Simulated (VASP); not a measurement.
# TiN (Fm-3m) in VASP: further runs

Runs on TiN. Level: r2SCAN. Tasks: single point.

Program: VASP 6.6.1. These are calculated values, not measurements. Logs are shortened: lines on timing, memory, paths and dates and some standing lists are left out, and cuts for length are marked.

**1. The cell of the first run**

The structure is cubic, space group Fm-3m (No. 225). Conventional cell: a = 4.146 Å, b = 4.146 Å, c = 4.146 Å, α = 90.00°, β = 90.00°, γ = 90.00°. Within 2.7 Å of Ti (site symmetry m-3m) lie 6 N at 2.07 Å. Within 2.7 Å of N (site symmetry m-3m) lie 6 Ti at 2.07 Å.

**2. Single point, r2SCAN (8.91 Å³/atom)**

Input file POSCAR:

```
TiN
1.0
    0.0000000000      2.0730470497      2.0730470497
    2.0730470497      0.0000000000      2.0730470497
    2.0730470497      2.0730470497      0.0000000000
Ti N
1 1
Direct
    0.0000000000      0.0000000000      0.0000000000
    0.5000000000      0.5000000000      0.5000000000
```

Input file INCAR.step1:

```
SYSTEM = TiN
PREC = Accurate
ENCUT = 520
ISMEAR = 0
SIGMA = 0.1
LREAL = .False.
LASPH = .True.
NELM = 100
NBANDS = 16
GGA = PE
ALGO = Normal
EDIFF = 1E-4
LWAVE = .True.
LCHARG = .False.
```

Input file INCAR.step2:

```
SYSTEM = TiN
PREC = Accurate
ENCUT = 520
EDIFF = 1E-6
ISMEAR = 0
SIGMA = 0.1
LREAL = .False.
LASPH = .True.
NELM = 100
ALGO = Normal
ISIF = 2
LWAVE = .False.
LCHARG = .True.
METAGGA = R2SCAN
LMIXTAU = .True.
LELF = .True.
LVHAR = .True.
NBANDS = 16
ISTART = 1
```

Input file KPOINTS:

```
Automatic mesh
0
Gamma
  18 18 18
  0 0 0
```

Potentials or basis: VASP PAW PBE potentials, release 64 (Ti_sv, N).

On the command line:

```sh
$ cat potpaw_PBE.64/Ti_sv/POTCAR potpaw_PBE.64/N/POTCAR > POTCAR
$ cp INCAR.step1 INCAR
$ mpirun -np 1 vasp_std > vasp.out
$ cp INCAR.step2 INCAR
$ mpirun -np 1 vasp_std > vasp.out
```

OUTCAR:

```text
SYSTEM = TiN
   PREC = Accurate
   ENCUT = 520
   EDIFF = 1E-6
   ISMEAR = 0
   LREAL = .False.
   LASPH = .True.
   NELM = 100
   ISIF = 2
   METAGGA = R2SCAN
   ISTART = 1

 ion  position               nearest neighbor table
   1  0.000  0.000  0.000-   2 2.07   2 2.07   2 2.07   2 2.07   2 2.07   2 2.07
   2  0.500  0.500  0.500-   1 2.07   1 2.07   1 2.07   1 2.07   1 2.07   1 2.07

  LATTYP: Found a face centered cubic cell.
 ALAT       =     4.1460940994

  Lattice vectors:

 A1 = (   0.0000000000,   2.0730470497,   2.0730470497)
 A2 = (   2.0730470497,   0.0000000000,   2.0730470497)
 A3 = (   2.0730470497,   2.0730470497,   0.0000000000)

Analysis of symmetry for initial positions (statically):
=====================================================================
 Subroutine PRICEL returns:
 Original cell was already a primitive cell.

 Routine SETGRP: Setting up the symmetry group for a
 face centered cubic supercell.

 Subroutine GETGRP returns: Found 48 space group operations
 (whereof 48 operations were pure point group operations)
 out of a pool of 48 trial point group operations.

The static configuration has the point symmetry O_h .

Analysis of symmetry for dynamics (positions and initial velocities):
=====================================================================
 Subroutine PRICEL returns:
 Original cell was already a primitive cell.

 Routine SETGRP: Setting up the symmetry group for a
 face centered cubic supercell.

 Subroutine GETGRP returns: Found 48 space group operations
 (whereof 48 operations were pure point group operations)
 out of a pool of 48 trial point group operations.

The dynamic configuration has the point symmetry O_h .

 Subroutine INISYM returns: Found 48 space group operations
 (whereof 48 operations are pure point group operations),
 and found     1 'primitive' translations

----------------------------------------------------------------------------------------

                                     Primitive cell

  volume of cell :      17.8179

  direct lattice vectors                    reciprocal lattice vectors
     0.000000000  2.073047050  2.073047050    -0.241190860  0.241190860  0.241190860
     2.073047050  0.000000000  2.073047050     0.241190860 -0.241190860  0.241190860
     2.073047050  2.073047050  0.000000000     0.241190860  0.241190860 -0.241190860

  length of vectors
     2.931731253  2.931731253  2.931731253     0.417754823  0.417754823  0.417754823

  position of ions in fractional coordinates (direct lattice)
     0.000000000  0.000000000  0.000000000
     0.500000000  0.500000000  0.500000000

[... 79 lines left out ...]
   NSW    =      0    number of steps for IOM
   IBRION =     -1    ionic relax: 0-MD 1-quasi-New 2-CG
   NFREE  =      0    steps in history (QN), initial steepest desc. (CG)
   ISIF   =      2    stress and relaxation
   ISYM   =      2    0-nonsym 1-usesym 2-fastsym
   POTIM  = 0.5000    time-step for ionic-motion
   TEBEG  =    0.0;   TEEND  =   0.0 temperature during run
   PSTRESS=    0.0 pullay stress
   NELECT =      17.0000    total number of electrons
   NUPDOWN=      -1.0000    fix difference up-down
   EMIN   =  10.00;   EMAX   =-10.00  energy-range for DOS
   EFERMI =   0.00;   METHOD = LEGACY
   ISMEAR =     0;   SIGMA  =   0.10  broadening in eV -4-tet -1-fermi 0-gaus
   EFERMI_NEDOS =   21; number of points for ismear=-14 and -15
   IALGO  =     38    algorithm
   IMIX   =      4    mixing-type and parameters
     AMIX     =   0.40;   BMIX     =  1.00
     AMIX_MAG =   1.60;   BMIX_MAG =  1.00
  volume/ion in A,a.u.               =       8.91        60.12
  Fermi-wavevector in a.u.,A,eV,Ry     =   1.611655  3.045586 35.340189  2.597431
  Thomas-Fermi vector in A             =   2.707010
   LORBIT       =      0    0 simple, 1 ext, 2 COOP (PROOUT), +10 PAW based schemes
   METAGGA = R2SCAN    functional components
   LHFCALC =     F    Hartree Fock is set to
   AEXX    =    0.0000 exact exchange contribution
   IVDW    =     0    specifies the selected vdW correction
   LEPSILON=     F    determine dielectric tensor
   LRPA    =     F    only Hartree local field effects (RPA)
 non-spin polarized calculation
 Gauss-broadening in eV      SIGMA  =   0.10
  energy-cutoff  :      520.00
  volume of cell :       17.82
 maximum number of plane-waves:       531
 NGX is ok and might be reduce to    24
   NGX = 11   NGY = 11   NGZ = 11

 number of electron      17.0000000 magnetization

 Free energy of the ion-electron system (eV)
  ---------------------------------------------------
  ext. energy  EPLUGINS =         0.00000000
  ---------------------------------------------------
  free energy    TOTEN  =       -25.93205550 eV

  energy without entropy =      -25.92830406  energy(sigma->0) =      -25.93017978

 E-fermi :  12.6173     XC(G=0): -14.3048

 val. band max:       12.6101890001   @ k =   0.1111   0.0556   0.0000
 cond. band min:      12.6265610365   @ k =   0.4444   0.2222   0.1111
 fundamental gap:      0.0163720364
 Fermi energy:        12.6172605416

 k-point     1 :       0.0000    0.0000    0.0000
  band No.  band energies     occupation
      1     -47.6509      2.00000
      2     -22.5320      2.00000
      3     -22.5320      2.00000
      4     -22.5320      2.00000
      5      -6.0800      2.00000
      6      10.1275      2.00000
[... 433 lines left out ...]
      3     -22.5919      2.00000
      4     -22.5521      2.00000
      5      -4.9103      2.00000
      6       6.4631      2.00000
[... 8 lines left out ...]
     15      26.7003      0.00000
     16      31.1272      0.00000

 [... further k-points ...]

------------------------ aborting loop because EDIFF is reached ----------------------------------------

  FORCE on cell =-STRESS in cart. coord.  units (eV):
  Direction    XX          YY          ZZ          XY          YZ          ZX
  --------------------------------------------------------------------------------------
  -------------------------------------------------------------------------------------
  Total        2.5181933      2.5181933      2.5181933      0.0000000      0.0000000      0.0000000
  in kB      226.4342798    226.4342798    226.4342798      0.0000000      0.0000000      0.0000000
  external PRESSURE =     226.4342798 kB  Pullay stress =       0.0000000 kB

 VOLUME and BASIS-vectors are now :
 -----------------------------------------------------------------------------
  energy-cutoff  :      520.00
  volume of cell :       17.82
      direct lattice vectors                 reciprocal lattice vectors
     0.000000000  2.073047050  2.073047050    -0.241190860  0.241190860  0.241190860
     2.073047050  0.000000000  2.073047050     0.241190860 -0.241190860  0.241190860
     2.073047050  2.073047050  0.000000000     0.241190860  0.241190860 -0.241190860

 POSITION                                       TOTAL-FORCE (eV/Angst)
 -----------------------------------------------------------------------------------
      0.00000      0.00000      0.00000         0.000000     -0.000000     -0.000000
      2.07305      2.07305      2.07305         0.000000      0.000000      0.000000
 -----------------------------------------------------------------------------------
    total drift:                                0.000000     -0.000000     -0.000000

  FREE ENERGIE OF THE ION-ELECTRON SYSTEM (eV)
  ---------------------------------------------------
  free  energy   TOTEN  =       -25.9320554998 eV

  energy  without entropy=      -25.9283040571  energy(sigma->0) =      -25.93017978
```

OSZICAR.step1:

```text
N       E                     dE             d eps       ncg     rms          rms(c)
DAV:   1     0.131906626839E+03    0.13191E+03   -0.82481E+03  6248   0.129E+03
DAV:   2    -0.170141167094E+02   -0.14892E+03   -0.13960E+03  6840   0.351E+02
DAV:   3    -0.244440393546E+02   -0.74299E+01   -0.73624E+01  7992   0.813E+01
DAV:   4    -0.246209271345E+02   -0.17689E+00   -0.17671E+00  7648   0.116E+01
DAV:   5    -0.246244984501E+02   -0.35713E-02   -0.35713E-02  7480   0.150E+00    0.199E+01
DAV:   6    -0.198283579614E+02    0.47961E+01   -0.12285E+01  8216   0.548E+01    0.704E+00
DAV:   7    -0.195646803777E+02    0.26368E+00   -0.14226E+00  7152   0.152E+01    0.560E+00
DAV:   8    -0.196956826781E+02   -0.13100E+00   -0.73111E-01  9192   0.128E+01    0.561E+00
DAV:   9    -0.195499853044E+02    0.14570E+00   -0.19750E-01  7544   0.714E+00    0.156E+00
DAV:  10    -0.195444751475E+02    0.55102E-02   -0.28803E-02  7696   0.201E+00    0.308E-01
DAV:  11    -0.195424308113E+02    0.20443E-02   -0.40210E-03  8032   0.646E-01    0.131E-01
DAV:  12    -0.195424658720E+02   -0.35061E-04   -0.42005E-04  6576   0.235E-01
   1 F= -.19542466E+02 E0= -.19540559E+02  d E =-.381404E-02
```

Wall time 3.8 min (1 thread of Intel Xeon 8259CL, shared host); peak memory 0.19 GiB.

Results:

| Quantity | Value |
| --- | --- |
| Free energy | -25.9321 eV |
| Pressure | 22.6 GPa |
| Band gap on the k mesh | zero (an odd number of electrons rules out a gap without spin polarisation) |

Caveat: the cell stands under pressure; the PAW data sets were made with another functional, which shifts forces and pressure a little.

**3. Single point, r2SCAN (9.19 Å³/atom)**

This run uses another cell than the first one, of 9.19 Å³/atom.

Input file POSCAR:

```
TiN
1.0
    0.0000000000      2.0948702013      2.0948702013
    2.0948702013      0.0000000000      2.0948702013
    2.0948702013      2.0948702013      0.0000000000
Ti N
1 1
Direct
    0.0000000000      0.0000000000      0.0000000000
    0.5000000000      0.5000000000      0.5000000000
```

Input file INCAR.step1:

```
  ALGO = Normal
  EDIFF = 1E-4
  ENCUT = 520
  GGA = PE
  ISMEAR = 0
  LASPH = T
  LCHARG = F
  LREAL = F
  LWAVE = T
  NBANDS = 16
  NELM = 60
  PREC = Accurate
  SIGMA = 0.1
```

Input file INCAR.step2:

```
  ALGO = Normal
  EDIFF = 1E-7
  ENCUT = 520
  ISIF = 2
  ISMEAR = 0
  ISTART = 1
  LASPH = T
  LCHARG = F
  LMIXTAU = T
  LREAL = F
  LWAVE = F
  METAGGA = R2SCAN
  NBANDS = 16
  NELM = 60
  PREC = Accurate
  SIGMA = 0.1
```

Input file KPOINTS:

```
k-points
0
Gamma
  18 18 18
```

Potentials or basis: VASP PAW PBE potentials, release 64 (Ti_sv, N).

On the command line:

```sh
$ cat potpaw_PBE.64/Ti_sv/POTCAR potpaw_PBE.64/N/POTCAR > POTCAR
$ cp INCAR.step1 INCAR
$ mpirun -np 1 vasp_std > vasp.out
$ cp INCAR.step2 INCAR
$ mpirun -np 1 vasp_std > vasp.out
```

It took 4.5 min on 1 thread of Intel Xeon 8259CL, shared host; peak memory 0.19 GiB.

It converged, with:

| Quantity | Value |
| --- | --- |
| Free energy | -25.9926 eV |
| Pressure | 11.3 GPa |
| Band gap on the k mesh | zero (an odd number of electrons rules out a gap without spin polarisation) |

Levels at points of the mesh, in eV from the Fermi level:
| k point | band 6 | band 7 | band 8 | band 9 | band 10 | band 11 | band 12 | band 13 |
| --- | --- | --- | --- | --- | --- | --- | --- | --- |
| (0.00, 0.00, 0.00) | -2.44 | -2.44 | -2.44 | -0.66 | -0.66 | -0.66 | 0.61 | 0.61 |
| (0.50, 0.00, 0.00) | -8.75 | -6.13 | -6.13 | 1.84 | 1.84 | 2.58 | 6.23 | 6.23 |
| (0.50, 0.50, 0.00) | -6.37 | -3.68 | -3.68 | -3.27 | 1.76 | 2.58 | 2.58 | 3.97 |

Caveat: the cell stands under pressure; the PAW data sets were made with another functional, which shifts forces and pressure a little.

[end of part 1 of 2]
